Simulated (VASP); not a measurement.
# As (R-3m) in VASP: further runs

Aim: see how the results for As move with the level of theory and the settings. Levels: BLYP+D4, PBE0. Tasks: single point.

Everything below comes from runs of VASP 6.6.1. Logs are shortened: lines on timing, memory, paths and dates and some standing lists are left out, and cuts for length are marked.

## 1. The cell of the first run

Symmetry: R-3m, No. 166, trigonal system. Conventional cell: a = 3.806 Å, b = 3.806 Å, c = 10.484 Å, α = 90.00°, β = 90.00°, γ = 120.00°. As (site symmetry 3m) has 6 As at 2.55 to 3.12 Å within 3.4 Å.

## 2. Single point, BLYP+D4

The input, INCAR:

```
PREC     = Accurate       # precision mode
ENCUT    = 600            # plane-wave cutoff, eV
EDIFF    = 1E-6           # SCF threshold, eV
ISMEAR   = -1             # smearing method
SIGMA    = 0.05           # smearing width, eV
LREAL    = F              # projectors in reciprocal space
LASPH    = T              # aspherical terms in the spheres
NELM     = 120            # most SCF steps
ALGO     = Normal         # electronic algorithm
ISIF     = 2              # what is computed and relaxed
LWAVE    = F              # write WAVECAR
LCHARG   = F              # write CHGCAR
GGA      = B5             # functional
ALDAX    = 1.0          
AGGAX    = 1.0          
AGGAC    = 1.0          
ALDAC    = 0.0          
IVDW     = 13             # dispersion correction
VDW_S6   = 1.0          
VDW_S8   = 2.34076671   
VDW_A1   = 0.44488865   
VDW_A2   = 4.0933009    
NBANDS   = 22             # bands
GGA_COMPAT= F
```

The input, KPOINTS:

```
regular mesh
0
Gamma
  9 9 9
```

The input, POSCAR:

```
As
1.0
    1.9031413229      1.0987791551      3.4945593162
   -1.9031413229      1.0987791551      3.4945593162
    0.0000000000     -2.1975583102      3.4945593162
As
2
Direct
    0.2279226203      0.2279226203      0.2279226203
    0.7720773797      0.7720773797      0.7720773797
```

Potentials or basis: VASP PAW PBE potentials, release 64 (As_d).

The run is started by

```
cat potpaw_PBE.64/As_d/POTCAR > POTCAR
mpirun -np 1 vasp_std > vasp.out
```

OUTCAR:

```text
PREC = Accurate
   ENCUT = 600
   EDIFF = 1E-6
   ISMEAR = -1
   LREAL = F
   LASPH = T
   NELM = 120
   ISIF = 2
   GGA = B5
   IVDW = 13

 ion  position               nearest neighbor table
   1  0.228  0.228  0.228-   2 2.55   2 2.55   2 2.55
   2  0.772  0.772  0.772-   1 2.55   1 2.55   1 2.55

  LATTYP: Found a trigonal (rhomboedric) cell.
 ALAT       =     4.1280997252
 COS(alpha) =     0.5749189805

  Lattice vectors:

 A1 = (   1.9031413229,   1.0987791551,   3.4945593162)
 A2 = (  -1.9031413229,   1.0987791551,   3.4945593162)
 A3 = (   0.0000000000,  -2.1975583102,   3.4945593162)

Analysis of symmetry for initial positions (statically):
=====================================================================
 Subroutine PRICEL returns:
 Original cell was already a primitive cell.

 Routine SETGRP: Setting up the symmetry group for a
 trigonal (rhombohedral) supercell.

 Subroutine GETGRP returns: Found 12 space group operations
 (whereof 12 operations were pure point group operations)
 out of a pool of 12 trial point group operations.

The static configuration has the point symmetry D_3d.

Analysis of symmetry for dynamics (positions and initial velocities):
=====================================================================
 Subroutine PRICEL returns:
 Original cell was already a primitive cell.

 Routine SETGRP: Setting up the symmetry group for a
 trigonal (rhombohedral) supercell.

 Subroutine GETGRP returns: Found 12 space group operations
 (whereof 12 operations were pure point group operations)
 out of a pool of 12 trial point group operations.

The dynamic configuration has the point symmetry D_3d.

 Subroutine INISYM returns: Found 12 space group operations
 (whereof 12 operations are pure point group operations),
 and found     1 'primitive' translations

----------------------------------------------------------------------------------------

                                     Primitive cell

  volume of cell :      43.8455

  direct lattice vectors                    reciprocal lattice vectors
     1.903141323  1.098779155  3.494559316     0.262723527  0.151683499  0.095386372
    -1.903141323  1.098779155  3.494559316    -0.262723527  0.151683499  0.095386372
[... 78 lines left out ...]
   ICHARG =      2    charge: 1-file 2-atom 10-const
   ISPIN  =      1    spin polarized calculation?
   LNONCOLLINEAR =      F non collinear calculations
   LSORBIT =      F    spin-orbit coupling
   LASPH  =      T    aspherical Exc in radial PAW
   ENCUT  =  600.0 eV  44.10 Ry    6.64 a.u.   8.24  8.24  8.24*2*pi/ulx,y,z
   NELM   =    120;   NELMIN=  2; NELMDL= -5     # of ELM steps
   EDIFF  = 0.1E-05   stopping-criterion for ELM
   LREAL  =      F    real-space projection
   EDIFFG = 0.1E-04   stopping-criterion for IOM
   NSW    =      0    number of steps for IOM
   IBRION =     -1    ionic relax: 0-MD 1-quasi-New 2-CG
   NFREE  =      0    steps in history (QN), initial steepest desc. (CG)
   ISIF   =      2    stress and relaxation
   ISYM   =      2    0-nonsym 1-usesym 2-fastsym
   POTIM  = 0.5000    time-step for ionic-motion
   TEBEG  =    0.0;   TEEND  =   0.0 temperature during run
   PSTRESS=    0.0 pullay stress
   NELECT =      30.0000    total number of electrons
   NUPDOWN=      -1.0000    fix difference up-down
   EMIN   =  10.00;   EMAX   =-10.00  energy-range for DOS
   EFERMI =   0.00;   METHOD = LEGACY
   ISMEAR =    -1;   SIGMA  =   0.05  broadening in eV -4-tet -1-fermi 0-gaus
   EFERMI_NEDOS =   21; number of points for ismear=-14 and -15
   IALGO  =     38    algorithm
   IMIX   =      4    mixing-type and parameters
     AMIX     =   0.40;   BMIX     =  1.00
     AMIX_MAG =   1.60;   BMIX_MAG =  1.00
  volume/ion in A,a.u.               =      21.92       147.94
  Fermi-wavevector in a.u.,A,eV,Ry     =   1.442581  2.726083 28.314268  2.081040
  Thomas-Fermi vector in A             =   2.561085
   LORBIT       =      0    0 simple, 1 ext, 2 COOP (PROOUT), +10 PAW based schemes
   GGA     = B5    functional components
   LHFCALC =     F    Hartree Fock is set to
   AEXX    =    0.0000 exact exchange contribution
   IVDW    =    13    specifies the selected vdW correction
   LEPSILON=     F    determine dielectric tensor
   LRPA    =     F    only Hartree local field effects (RPA)
 non-spin polarized calculation
  energy-cutoff  :      600.00
  volume of cell :       43.85
 maximum number of plane-waves:      1489
 NGX is ok and might be reduce to    36
   NGX = 17   NGY = 17   NGZ = 17

 number of electron      30.0000004 magnetization

 Free energy of the ion-electron system (eV)
  ---------------------------------------------------
  ext. energy  EPLUGINS =         0.00000000
  ---------------------------------------------------
  free energy    TOTEN  =        -7.91564287 eV

  energy without entropy =       -7.91426829  energy(sigma->0) =       -7.91495558

 E-fermi :   4.0281     XC(G=0):  -9.9612

 val. band max:        4.0135748918   @ k =   0.4444   0.3333   0.3333
 cond. band min:       4.0341317338   @ k =   0.4444   0.0000  -0.0000
 fundamental gap:      0.0205568420
 Fermi energy:         4.0281049104

 k-point     1 :       0.0000    0.0000    0.0000
  band No.  band energies     occupation
      1     -32.1166      2.00000
      2     -32.1166      2.00000
      3     -32.0734      2.00000
      4     -32.0734      2.00000
      5     -32.0416      2.00000
      6     -32.0103      2.00000
[... 589 lines left out ...]
     21      15.8087      0.00000
     22      17.1641      0.00000

 [... further k-points ...]

------------------------ aborting loop because EDIFF is reached ----------------------------------------

  DFT-D4 for vdW energy calculation

  Edisp (eV):   -1.70774

  FORCE on cell =-STRESS in cart. coord.  units (eV):
  Direction    XX          YY          ZZ          XY          YZ          ZX
  --------------------------------------------------------------------------------------
  -------------------------------------------------------------------------------------
  Total       0.06049     0.06049     0.02099     0.00000     0.00000     0.00000
  in kB       2.21025     2.21025     0.76711     0.00000     0.00000     0.00000
  external pressure =        1.73 kB  Pullay stress =        0.00 kB

 VOLUME and BASIS-vectors are now :
 -----------------------------------------------------------------------------
  energy-cutoff  :      600.00
  volume of cell :       43.85
      direct lattice vectors                 reciprocal lattice vectors
     1.903141323  1.098779155  3.494559316     0.262723527  0.151683499  0.095386372
    -1.903141323  1.098779155  3.494559316    -0.262723527  0.151683499  0.095386372
     0.000000000 -2.197558310  3.494559316     0.000000000 -0.303366998  0.095386372

 POSITION                                       TOTAL-FORCE (eV/Angst)
 -----------------------------------------------------------------------------------
      0.00000      0.00000      2.38947         0.000000     -0.000000      0.036315
      0.00000      0.00000      8.09421         0.000000      0.000000     -0.036315
 -----------------------------------------------------------------------------------
    total drift:                               -0.000000     -0.000000      0.000000

  FREE ENERGIE OF THE ION-ELECTRON SYSTEM (eV)
  ---------------------------------------------------
  free  energy   TOTEN  =        -9.6233789556 eV

  energy  without entropy=       -9.6220043722  energy(sigma->0) =       -9.62269166
```

OSZICAR:

```text
N       E                     dE             d eps       ncg     rms          rms(c)
DAV:   1     0.217381728704E+03    0.21738E+03   -0.14340E+04  4874   0.707E+03
DAV:   2     0.238844158490E+02   -0.19350E+03   -0.18374E+03  3806   0.950E+02
DAV:   3    -0.626275008857E+01   -0.30147E+02   -0.29515E+02  4100   0.156E+02
DAV:   4    -0.789717223452E+01   -0.16344E+01   -0.16308E+01  4382   0.418E+01
DAV:   5    -0.793020466858E+01   -0.33032E-01   -0.33031E-01  4172   0.734E+00    0.338E+00
DAV:   6    -0.791994455869E+01    0.10260E-01   -0.15889E-02  4814   0.146E+00    0.205E+00
DAV:   7    -0.791532849481E+01    0.46161E-02   -0.23467E-02  5220   0.123E+00    0.111E-01
DAV:   8    -0.791558846803E+01   -0.25997E-03   -0.15427E-03  4594   0.592E-01    0.360E-02
DAV:   9    -0.791564142067E+01   -0.52953E-04   -0.10666E-04  4142   0.926E-02    0.131E-02
DAV:  10    -0.791564372482E+01   -0.23042E-05   -0.19048E-05  5350   0.795E-02    0.581E-03
DAV:  11    -0.791564287441E+01    0.85041E-06   -0.21601E-06  3804   0.248E-02
   1 F= -.96233790E+01 E0= -.96226917E+01  d E =-.137458E-02
```

Run time: 45 s. Hardware: 1 thread of Intel Xeon 6975P-C (Granite Rapids), shared host; peak memory 0.24 GiB.

Results:

```yaml
Free_energy: -9.6234 eV
Pressure: 0.2 GPa
Largest_force: 0.036 eV/Å
Band_gap_on_the_k_mesh: 0.02 eV, indirect (least direct gap 0.57 eV)
Dispersion_energy_per_atom: -0.854 eV
```

Forces on the atoms (eV/Å):
```
As   0.000  0.000  0.036
As   0.000  0.000 -0.036
```

Stress tensor (GPa, compression positive):
```
0.22 0.00 0.00
0.00 0.22 0.00
0.00 0.00 0.08
```

Caveat: the PAW data sets were made with another functional, which shifts forces and pressure a little. A k mesh can miss the band edges.

(Continued in part 2 of 2.)
